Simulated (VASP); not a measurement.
# As (R-3m) in VASP: single point with PBE+D3(BJ)

Aim: the single point of As with PBE+D3(BJ).

Program: VASP 6.6.1. These are calculated values, not measurements. Logs are shortened: lines on timing, memory, paths and dates and some standing lists are left out, and cuts for length are marked.

## 1. The cell of the first run

It takes space group R-3m (No. 166, trigonal). Conventional cell: a = 3.755 Å, b = 3.755 Å, c = 11.113 Å, α = 90.00°, β = 90.00°, γ = 120.00°. Within 3.3 Å of As (site symmetry 3m) lie 6 As at 2.52 to 3.25 Å.

## 2. Single point, PBE+D3(BJ)

INCAR reads:

```
SYSTEM = As
PREC = Accurate
ENCUT = 500
EDIFF = 1E-6
ISMEAR = 0
SIGMA = 0.1
LREAL = .False.
LASPH = .True.
NELM = 120
ALGO = Normal
ISIF = 2
LWAVE = .False.
LCHARG = .False.
GGA = PE
IVDW = 12
NBANDS = 12
GGA_COMPAT = .False.
```

KPOINTS reads:

```
Automatic mesh
0
Gamma
  6 6 6
  0 0 0
```

POSCAR reads:

```
As
1.0
    1.8774110887      1.0839237974      3.7043351684
   -1.8774110887      1.0839237974      3.7043351684
    0.0000000000     -2.1678475948      3.7043351684
As
2
Direct
    0.2244335900      0.2244335900      0.2244335900
    0.7755664100      0.7755664100      0.7755664100
```

Potentials or basis: VASP PAW PBE potentials, release 64 (As).

Started as:

```
$ cat potpaw_PBE.64/As/POTCAR > POTCAR
$ mpirun -np 1 vasp_std > vasp.out
```

OUTCAR:

```text
SYSTEM = As
   PREC = Accurate
   ENCUT = 500
   EDIFF = 1E-6
   ISMEAR = 0
   LREAL = .False.
   LASPH = .True.
   NELM = 120
   ISIF = 2
   GGA = PE
   IVDW = 12
 IVDW          = 12

 ion  position               nearest neighbor table
   1  0.224  0.224  0.224-   2 2.52   2 2.52   2 2.52
   2  0.776  0.776  0.776-   1 2.52   1 2.52   1 2.52

  LATTYP: Found a trigonal (rhomboedric) cell.
 ALAT       =     4.2920463924
 COS(alpha) =     0.6173339462

  Lattice vectors:

 A1 = (   1.8774110887,   1.0839237974,   3.7043351684)
 A2 = (  -1.8774110887,   1.0839237974,   3.7043351684)
 A3 = (   0.0000000000,  -2.1678475948,   3.7043351684)

Analysis of symmetry for initial positions (statically):
=====================================================================
 Subroutine PRICEL returns:
 Original cell was already a primitive cell.

 Routine SETGRP: Setting up the symmetry group for a
 trigonal (rhombohedral) supercell.

 Subroutine GETGRP returns: Found 12 space group operations
 (whereof 12 operations were pure point group operations)
 out of a pool of 12 trial point group operations.

The static configuration has the point symmetry D_3d.

Analysis of symmetry for dynamics (positions and initial velocities):
=====================================================================
 Subroutine PRICEL returns:
 Original cell was already a primitive cell.

 Routine SETGRP: Setting up the symmetry group for a
 trigonal (rhombohedral) supercell.

 Subroutine GETGRP returns: Found 12 space group operations
 (whereof 12 operations were pure point group operations)
 out of a pool of 12 trial point group operations.

The dynamic configuration has the point symmetry D_3d.

 Subroutine INISYM returns: Found 12 space group operations
 (whereof 12 operations are pure point group operations),
 and found     1 'primitive' translations

----------------------------------------------------------------------------------------

                                     Primitive cell

  volume of cell :      45.2293

  direct lattice vectors                    reciprocal lattice vectors
     1.877411089  1.083923797  3.704335168     0.266324197  0.153762347  0.089984658
    -1.877411089  1.083923797  3.704335168    -0.266324197  0.153762347  0.089984658
     0.000000000 -2.167847595  3.704335168     0.000000000 -0.307524693  0.089984658

  length of vectors
     4.292046392  4.292046392  4.292046392     0.320419531  0.320419531  0.320419531

  position of ions in fractional coordinates (direct lattice)
     0.224433590  0.224433590  0.224433590
     0.775566410  0.775566410  0.775566410

  ion indices of the primitive-cell ions
   primitive index   ion index
                 1           1
                 2           2

----------------------------------------------------------------------------------------

 KPOINTS: Automatic mesh

Automatic generation of k-mesh.
 Grid dimensions read from file:
 generate k-points for:    6    6    6

 Generating k-lattice:

  Cartesian coordinates                     Fractional coordinates (reciprocal lattice)
     0.044387366  0.025627058  0.014997443     0.166666667  0.000000000 -0.000000000
    -0.044387366  0.025627058  0.014997443     0.000000000  0.166666667 -0.000000000
     0.000000000 -0.051254116  0.014997443    -0.000000000 -0.000000000  0.166666667

  Length of vectors
     0.053403255  0.053403255  0.053403255

  Shift w.r.t. Gamma in fractional coordinates (k-lattice)
     0.000000000  0.000000000  0.000000000

 Subroutine IBZKPT returns following result:
 ===========================================

 Found     32 irreducible k-points:

 Following reciprocal coordinates:
            Coordinates               Weight
  0.000000  0.000000  0.000000      1.000000
  0.166667  0.000000 -0.000000      6.000000
  0.333333  0.000000  0.000000      6.000000
  0.500000  0.000000  0.000000      3.000000
  0.166667  0.166667 -0.000000      6.000000
  0.333333  0.166667  0.000000     12.000000
[... 16 lines left out ...]
  0.500000  0.500000  0.166667      6.000000
 -0.333333  0.500000  0.166667     12.000000
 [... further k-points ...]
   k-points           NKPTS =     32   k-points in BZ     NKDIM =     32   number of bands    NBANDS=     12
   number of dos      NEDOS =    301   number of ions     NIONS =      2
   total plane-waves  NPLWV =  32768
   dimension x,y,z NGX =    32 NGY =   32 NGZ =   32
   dimension x,y,z NGXF=    64 NGYF=   64 NGZF=   64
   ions per type =               2
   NGX,Y,Z   is equivalent  to a cutoff of  12.39, 12.39, 12.39 a.u.
   NGXF,Y,Z  is equivalent  to a cutoff of  24.79, 24.79, 24.79 a.u.
 SYSTEM =  As
   PREC   = accura    normal or accurate (medium, high low for compatibility)
   ISTART =      0    job   : 0-new  1-cont  2-samecut
   ICHARG =      2    charge: 1-file 2-atom 10-const
   ISPIN  =      1    spin polarized calculation?
   LNONCOLLINEAR =      F non collinear calculations
   LSORBIT =      F    spin-orbit coupling
   LASPH  =      T    aspherical Exc in radial PAW
   ENCUT  =  500.0 eV  36.75 Ry    6.06 a.u.   7.83  7.83  7.83*2*pi/ulx,y,z
   NELM   =    120;   NELMIN=  2; NELMDL= -5     # of ELM steps
   EDIFF  = 0.1E-05   stopping-criterion for ELM
   LREAL  =      F    real-space projection
[... 7 lines left out ...]
   TEBEG  =    0.0;   TEEND  =   0.0 temperature during run
   PSTRESS=    0.0 pullay stress
   NELECT =      10.0000    total number of electrons
   NUPDOWN=      -1.0000    fix difference up-down
   EMIN   =  10.00;   EMAX   =-10.00  energy-range for DOS
   EFERMI =   0.00;   METHOD = LEGACY
   ISMEAR =     0;   SIGMA  =   0.10  broadening in eV -4-tet -1-fermi 0-gaus
   EFERMI_NEDOS =   21; number of points for ismear=-14 and -15
   IALGO  =     38    algorithm
   IMIX   =      4    mixing-type and parameters
     AMIX     =   0.40;   BMIX     =  1.00
     AMIX_MAG =   1.60;   BMIX_MAG =  1.00
  volume/ion in A,a.u.               =      22.61       152.61
  Fermi-wavevector in a.u.,A,eV,Ry     =   0.989923  1.870684 13.333008  0.979948
  Thomas-Fermi vector in A             =   2.121557
   LORBIT       =      0    0 simple, 1 ext, 2 COOP (PROOUT), +10 PAW based schemes
   GGA     = PE    functional components
   LHFCALC =     F    Hartree Fock is set to
   AEXX    =    0.0000 exact exchange contribution
   IVDW    =    12    specifies the selected vdW correction
   LEPSILON=     F    determine dielectric tensor
   LRPA    =     F    only Hartree local field effects (RPA)
 non-spin polarized calculation
 Gauss-broadening in eV      SIGMA  =   0.10
  energy-cutoff  :      500.00
  volume of cell :       45.23
 maximum number of plane-waves:      1160
   NGX = 15   NGY = 15   NGZ = 15

 number of electron      10.0000000 magnetization

 number of electron       9.9999999 magnetization

 Free energy of the ion-electron system (eV)
  ---------------------------------------------------
  ext. energy  EPLUGINS =         0.00000000
  ---------------------------------------------------
  free energy    TOTEN  =        -9.36286139 eV

  energy without entropy =       -9.36049863  energy(sigma->0) =       -9.36168001

 E-fermi :   4.8349     XC(G=0):  -9.7304

 val. band max:        4.8135517646   @ k =   0.3333   0.1667   0.1667
 cond. band min:       5.3709867635   @ k =   0.3333   0.0000   0.0000
 fundamental gap:      0.5574349989
 Fermi energy:         4.8348741872

 k-point     1 :       0.0000    0.0000    0.0000
  band No.  band energies     occupation
      1      -9.8126      2.00000
      2      -1.2143      2.00000
      3       2.3368      2.00000
      4       3.1464      2.00000
      5       3.1464      2.00000
      6       6.4247      0.00000
      7       7.7319      0.00000
      8       7.7319      0.00000
      9      12.1738      0.00000
     10      12.1738      0.00000
     11      12.5881      0.00000
     12      13.6738      0.00000

 k-point     2 :       0.1667    0.0000   -0.0000
  band No.  band energies     occupation
      1      -9.4502      2.00000
      2      -2.1323      2.00000
      3       2.2399      2.00000
      4       2.8262      2.00000
      5       2.9355      2.00000
      6       6.6118      0.00000
      7       7.4551      0.00000
      8       7.5951      0.00000
      9      10.7985      0.00000
     10      11.5040      0.00000
     11      12.1788      0.00000
     12      15.4513      0.00000

 k-point     3 :       0.3333    0.0000    0.0000
  band No.  band energies     occupation
      1      -8.4014      2.00000
      2      -4.2111      2.00000
      3       1.8652      2.00000
      4       2.3233      2.00000
      5       3.7458      2.00000
      6       5.3710      0.00000
      7       6.3254      0.00000
      8       7.0012      0.00000
      9      11.5077      0.00000
     10      12.9792      0.00000
     11      14.1697      0.00000
     12      16.4676      0.00000
[... 286 lines left out ...]
 k-point    23 :       0.5000    0.5000    0.1667
  band No.  band energies     occupation
      1      -7.8242      2.00000
      2      -4.3301      2.00000
      3      -0.7829      2.00000
      4       1.5071      2.00000
      5       2.1623      2.00000
      6       7.0601      0.00000
      7       9.2196      0.00000
      8      10.7270      0.00000
      9      11.4466      0.00000
     10      15.4269      0.00000
     11      16.1155      0.00000
     12      16.4006      0.00000

 k-point    24 :      -0.3333    0.5000    0.1667
  band No.  band energies     occupation
      1      -7.0391      2.00000
      2      -5.1151      2.00000
      3      -0.7493      2.00000
      4       0.1797      2.00000
      5       2.7978      2.00000
      6       7.2103      0.00000
      7       8.7480      0.00000
      8      10.9520      0.00000
      9      11.4379      0.00000
     10      13.4724      0.00000
     11      16.2139      0.00000
     12      17.0330      0.00000

 [... further k-points ...]

------------------------ aborting loop because EDIFF is reached ----------------------------------------

 Edisp (eV)   -0.79670

 E8    (eV) :    -0.3373

  FORCE on cell =-STRESS in cart. coord.  units (eV):
  Direction    XX          YY          ZZ          XY          YZ          ZX
  --------------------------------------------------------------------------------------
  -------------------------------------------------------------------------------------
  Total      -0.06510    -0.06510    -0.75543    -0.00000     0.00000     0.00000
  in kB      -2.30622    -2.30622   -26.75992    -0.00000     0.00000     0.00000
  external pressure =      -10.46 kB  Pullay stress =        0.00 kB

 VOLUME and BASIS-vectors are now :
 -----------------------------------------------------------------------------
  energy-cutoff  :      500.00
  volume of cell :       45.23
      direct lattice vectors                 reciprocal lattice vectors
     1.877411089  1.083923797  3.704335168     0.266324197  0.153762347  0.089984658
    -1.877411089  1.083923797  3.704335168    -0.266324197  0.153762347  0.089984658
     0.000000000 -2.167847595  3.704335168     0.000000000 -0.307524693  0.089984658

 POSITION                                       TOTAL-FORCE (eV/Angst)
 -----------------------------------------------------------------------------------
      0.00000      0.00000      2.49413         0.000000      0.000000      0.217890
      0.00000      0.00000      8.61887         0.000000     -0.000000     -0.217890
 -----------------------------------------------------------------------------------
    total drift:                                0.000000     -0.000000      0.000000

  FREE ENERGIE OF THE ION-ELECTRON SYSTEM (eV)
  ---------------------------------------------------
  free  energy   TOTEN  =       -10.1595615901 eV

  energy  without entropy=      -10.1571988288  energy(sigma->0) =      -10.15838021
```

It took 22 s on 1 thread of Intel Xeon 8259CL, shared host; peak memory 0.18 GiB.

What came out:

- Free energy: -10.1596 eV
- Pressure: -1.0 GPa
- Largest force: 0.218 eV/Å
- Band gap on the k mesh: zero (band 5 reaches 4.81 eV, above the bottom of band 6 at 4.73 eV)
- Dispersion energy per atom: -0.398 eV

Forces on the atoms (eV/Å):
```
As   0.000  0.000  0.218
As   0.000  0.000 -0.218
```

Stress tensor (GPa, compression positive):
```
-0.23  0.00  0.00
 0.00 -0.23  0.00
 0.00  0.00 -2.68
```

Caveat: pairwise dispersion overbinds metals, which lowers pressure and volume.
